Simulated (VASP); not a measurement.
La, 2 atoms in the cell. The structure is cubic, space group Fd-3m (No. 227). The conventional cell has a = 6.735 Å, b = 6.735 Å, c = 6.735 Å, α = 90.00°, β = 90.00°, γ = 90.00°. Within 3.8 Å of La (site symmetry -43m) lie 4 La at 2.92 Å. 

```yaml
Program: VASP 6.6.1
Task: single point
Functional: revPBE
Potentials_or_basis: VASP PAW PBE potentials, release 64 (La)
Cutoff: 520 eV
k_mesh: 9 × 9 × 9
Occupations: fermi-dirac, width 0.1 eV
Spin: no spin polarisation
Dipole_correction: no
Further_INCAR_settings: ALGO = Normal; EDIFF = 1e-06; NBANDS = 18
```

Potentials or basis: VASP PAW PBE potentials, release 64 (La).

Run with:

```bash
$ cat potpaw_PBE.64/La/POTCAR > POTCAR
$ mpirun -np 1 vasp_std > vasp.out
```

Hardware: 1 thread of Intel(R) Xeon(R) 6975P-C (Granite Rapids), with other jobs on the host.

**Question.** How long does it take, and how much memory?

**Answer.** It took 27 s on 1 thread of Intel(R) Xeon(R) 6975P-C (Granite Rapids), on a shared host, peak memory 0.22 GiB. Counts: scf iterations 13, k points 35.
